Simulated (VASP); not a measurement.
# Cl (Fd-3m) in VASP: notebook, part 2 of 2

VASP 6.6.1. Earlier steps stand in the parts before.

### Step 6. Relaxation of cell and atoms, PBE, target pressure 40 GPa, at which the enthalpy is minimised

This run uses another cell than the first one, of 29.08 Å³/atom, 1.320 times its volume.

INCAR

```
  ALGO = Normal
  EDIFF = 1E-7
  EDIFFG = -0.01
  ENCUT = 600
  GGA = PE
  IBRION = 2
  ISIF = 3
  ISMEAR = -1
  LASPH = T
  LCHARG = F
  LREAL = F
  LWAVE = F
  NELM = 80
  NSW = 80
  PREC = Accurate
  PSTRESS = 400.0
  SIGMA = 0.02
```

KPOINTS

```
k-points
0
Gamma
  13 13 13
```

POSCAR

```
Cl
1.0
    0.0000000000      3.0750000000      3.0750000000
    3.0750000000      0.0000000000      3.0750000000
    3.0750000000      3.0750000000      0.0000000000
Cl
2
Direct
    0.0000000000      0.0000000000      0.0000000000
    0.2500000000      0.2500000000      0.2500000000
```

Potentials or basis: VASP PAW PBE potentials, release 64 (Cl).

Command:

```sh
> cat potpaw_PBE.64/Cl/POTCAR > POTCAR
> mpirun -np 1 vasp_std > vasp.out
```

OUTCAR:

```text
EDIFF = 1E-7
   EDIFFG = -0.01
   ENCUT = 600
   GGA = PE
   IBRION = 2
   ISIF = 3
   ISMEAR = -1
   LASPH = T
   LREAL = F
   NELM = 80
   NSW = 80
   PREC = Accurate
   PSTRESS = 400.0

 ion  position               nearest neighbor table
   1  0.000  0.000  0.000-   2 2.66   2 2.66   2 2.66   2 2.66
   2  0.250  0.250  0.250-   1 2.66   1 2.66   1 2.66   1 2.66

  LATTYP: Found a face centered cubic cell.
 ALAT       =     6.1500000000

  Lattice vectors:

 A1 = (   0.0000000000,   3.0750000000,   3.0750000000)
 A2 = (   3.0750000000,   0.0000000000,   3.0750000000)
 A3 = (   3.0750000000,   3.0750000000,   0.0000000000)

Analysis of symmetry for initial positions (statically):
[... 173 lines left out ...]
  free energy    TOTEN  =        -1.89096302 eV

  energy without entropy =       -1.88528452  energy(sigma->0) =       -1.88812377

------------------------ aborting loop because EDIFF is reached ----------------------------------------

  FORCE on cell =-STRESS in cart. coord.  units (eV):
  Direction    XX          YY          ZZ          XY          YZ          ZX
  --------------------------------------------------------------------------------------
  -------------------------------------------------------------------------------------
  Total        1.3390476      1.3390476      1.3390476      0.0000000      0.0000000     -0.0000000
  in kB       36.8927692     36.8927692     36.8927692      0.0000000      0.0000000     -0.0000000
  external PRESSURE =    -363.1072308 kB  Pullay stress =     400.0000000 kB
[... 829 lines left out ...]
--------------------------------------- Ionic step        5  -------------------------------------------

 number of electron      13.9999999 magnetization

 Free energy of the ion-electron system (eV)
  ---------------------------------------------------
  ext. energy  EPLUGINS =         0.00000000
  ---------------------------------------------------
  free energy    TOTEN  =         0.29164884 eV

  energy without entropy =        0.29376319  energy(sigma->0) =        0.29270601

 E-fermi :   5.5011     XC(G=0):  -9.7393

 val. band max:        5.4780345431   @ k =   0.3077   0.3077   0.0000
 cond. band min:       5.5108769851   @ k =   0.3846   0.2308   0.0000
 fundamental gap:      0.0328424421
 Fermi energy:         5.5011405036
[... 369 lines left out ...]
  energy  without entropy=        0.2937631872  energy(sigma->0) =        0.29270601

  enthalpy is  TOTEN    =         9.5118743809 eV   P V=        9.2202255444

 reached required accuracy - stopping structural energy minimisation
```

CONTCAR:

```text
Cl
   1.00000000000000
     0.0000000000000000    2.6431433246485248    2.6431433246485248
     2.6431433246485248    0.0000000000000000    2.6431433246485248
     2.6431433246485248    2.6431433246485248   -0.0000000000000000
  Cl
     2
Direct
     0.0000000000000000    0.0000000000000000    0.0000000000000000
     0.2500000000000000    0.2500000000000000    0.2500000000000000

  0.00000000E+00  0.00000000E+00  0.00000000E+00
  0.00000000E+00  0.00000000E+00  0.00000000E+00
```

Wall time 2.4 min (1 thread of AMD EPYC 9R45 (Zen 5), shared host); peak memory 0.2 GiB.

Results:

| Quantity | Value |
| --- | --- |
| Free energy | 0.2916 eV |
| Relaxed volume | 18.47 Å³/atom |
| Relaxed cell | a = 3.738 Å, b = 3.738 Å, c = 3.738 Å, α = 60.00°, β = 60.00°, γ = 60.00° |
| Space group after relaxing (to 0.05 Å) | Fd-3m (No. 227) |
| Energy change on relaxing (the enthalpy is what falls) | +1091.3 meV/atom |
| Ionic steps | 5 |
| Pressure after relaxing | 40.0 GPa |
| Band gap on the k mesh | zero (band 7 reaches 6.56 eV, above the bottom of band 8 at 3.01 eV) |

Step by step:
```csv
step,energy change (eV),largest force (eV/Å),pressure (GPa),volume (Å³)
1,0.0000,0.0000,3.69,58.15
2,14.9450,0.0000,248.99,18.45
3,1.4492,0.0000,28.66,40.38
4,2.0442,0.0000,37.90,37.50
5,2.1826,0.0000,40.03,36.93
```

Final structure:
```xyz
2
Lattice="0.0000 2.6431 2.6431 2.6431 0.0000 2.6431 2.6431 2.6431 0.0000" Properties=species:S:1:pos:R:3 pbc="T T T"
Cl    0.0000    0.0000    0.0000
Cl    1.3216    1.3216    1.3216
```

Levels at points of the mesh, in eV from the Fermi level:
| k point | band 5 | band 6 | band 7 | band 8 | band 9 | band 10 |
| --- | --- | --- | --- | --- | --- | --- |
| (0.00, 0.00, 0.00) | -5.97 | -2.49 | -2.49 | -2.49 | 5.84 | 8.45 |

Caveat: the cell is relaxed towards a set pressure, so the enthalpy falls and the energy may rise; the volume moved by over 15 % at a fixed basis, so the end points are rough.

### Step 7. Relaxation of cell and atoms, PBE, target pressure 60 GPa, at which the enthalpy is minimised

This run uses another cell than the first one, of 29.08 Å³/atom, 1.320 times its volume.

INCAR

```
PREC     = Accurate       # precision mode
ENCUT    = 600            # plane-wave cutoff, eV
EDIFF    = 1E-7           # SCF threshold, eV
ISMEAR   = -1             # smearing method
SIGMA    = 0.02           # smearing width, eV
LREAL    = False          # projectors in reciprocal space
LASPH    = True           # aspherical terms in the spheres
NELM     = 100            # most SCF steps
ALGO     = Normal         # electronic algorithm
ISIF     = 3              # what is computed and relaxed
LWAVE    = False          # write WAVECAR
LCHARG   = False          # write CHGCAR
GGA      = PE             # functional
IBRION   = 2              # ionic algorithm
NSW      = 80             # ionic steps
EDIFFG   = -0.01          # ionic threshold
PSTRESS  = 600.0
```

KPOINTS

```
Automatic mesh
0
Gamma
  13 13 13
```

POSCAR is that of step 6.

Command:

```sh
> cat potpaw_PBE.64/Cl/POTCAR > POTCAR
> mpirun -np 1 vasp_std > vasp.out
```

It took 4.3 min on 1 thread of AMD EPYC 9R45 (Zen 5), shared host; peak memory 0.21 GiB.

It converged, with:

```
Free energy                                            : 1.5978 eV
Relaxed volume                                         : 16.34 Å³/atom
Relaxed cell                                           : a = 3.589 Å, b = 3.589 Å, c = 3.589 Å, α = 60.00°, β = 60.00°, γ = 60.00°
Space group after relaxing (to 0.05 Å)                 : Fd-3m (No. 227)
Energy change on relaxing (the enthalpy is what falls) : +1744.4 meV/atom
Ionic steps                                            : 22
Pressure after relaxing                                : 59.9 GPa
Band gap on the k mesh                                 : zero (band 7 reaches 8.67 eV, above the bottom of band 8 at 4.33 eV)
```

Step by step:
```
step  energy change (eV)  largest force (eV/Å)  pressure (GPa)  volume (Å³)
   1              0.0000                0.0000            3.69        58.15
   2             70.8517                0.0000         2859.22         7.58
   3              0.5460                0.0000           14.14        47.39
   4              1.2432                0.0000           25.43        41.60
   5              3.6505                0.0000           62.37        32.26
   6              3.4850                0.0000           59.84        32.70
   7              3.4850                0.0000           59.84        32.70
   8              3.4851                0.0000           59.84        32.70
   9              3.4851                0.0000           59.85        32.70
  10              3.4851                0.0000           59.85        32.70
  11              3.4851                0.0000           59.85        32.70
  12              3.4851                0.0000           59.85        32.70
  13              3.4851                0.0000           59.85        32.70
  14              3.4851                0.0000           59.85        32.70
  15              3.4851                0.0000           59.85        32.70
  16              3.4852                0.0000           59.85        32.70
  17              3.4852                0.0000           59.85        32.70
  18              3.4853                0.0000           59.85        32.70
  19              3.4856                0.0000           59.85        32.70
  20              3.4860                0.0000           59.86        32.69
  21              3.4869                0.0000           59.87        32.69
  22              3.4888                0.0000           59.90        32.69
```

Final structure:
```
Cl
1.0
     0.00000    2.53774    2.53774
     2.53774    0.00000    2.53774
     2.53774    2.53774    0.00000
Cl
2
Direct
  0.00000 0.00000 0.00000
  0.25000 0.25000 0.25000
```

Levels at points of the mesh, in eV from the Fermi level:
```
           k point  band 5  band 6  band 7  band 8  band 9  band 10
(0.00, 0.00, 0.00)   -6.83   -2.97   -2.97   -2.97    5.73     7.86
```

Caveat: the cell is relaxed towards a set pressure, so the enthalpy falls and the energy may rise; the volume moved by over 15 % at a fixed basis, so the end points are rough.

### Step 8. Overview

| task | cell | cutoff (eV) | gap on the mesh (eV) | pressure (GPa) |
| --- | --- | --- | --- | --- |
| single point | a = 3.965 Å, angles 60.0°, 2 atoms | 520 | none | 19.8 |
| single point | a = 4.559 Å, angles 60.0°, 2 atoms | 520 | none | 0.0 |
| relaxation of cell and atoms | relaxed from a = 4.349 Å, angles 60.0°, 2 atoms | 600 | none | 0.0 |
| relaxation of cell and atoms | relaxed to 20 GPa from a = 4.349 Å, angles 60.0°, 2 atoms | 600 | none | 20.0 |
| relaxation of cell and atoms | relaxed to 40 GPa from a = 4.349 Å, angles 60.0°, 2 atoms | 600 | none | 40.0 |
| relaxation of cell and atoms | relaxed to 60 GPa from a = 4.349 Å, angles 60.0°, 2 atoms | 600 | none | 59.9 |

Alike in all rows: level PBE; potentials or basis VASP PAW PBE potentials, release 64 (Cl); no spin polarisation; k mesh 13 × 13 × 13; smearing fermi-dirac 0.02 eV.

Caveats: the volume moved by over 15 % at a fixed basis, so the end points are rough (some runs); the cell is relaxed towards a set pressure, so the enthalpy falls and the energy may rise (some runs).

Total energies depend on the potentials used, so only differences within one code and one set of settings carry meaning.
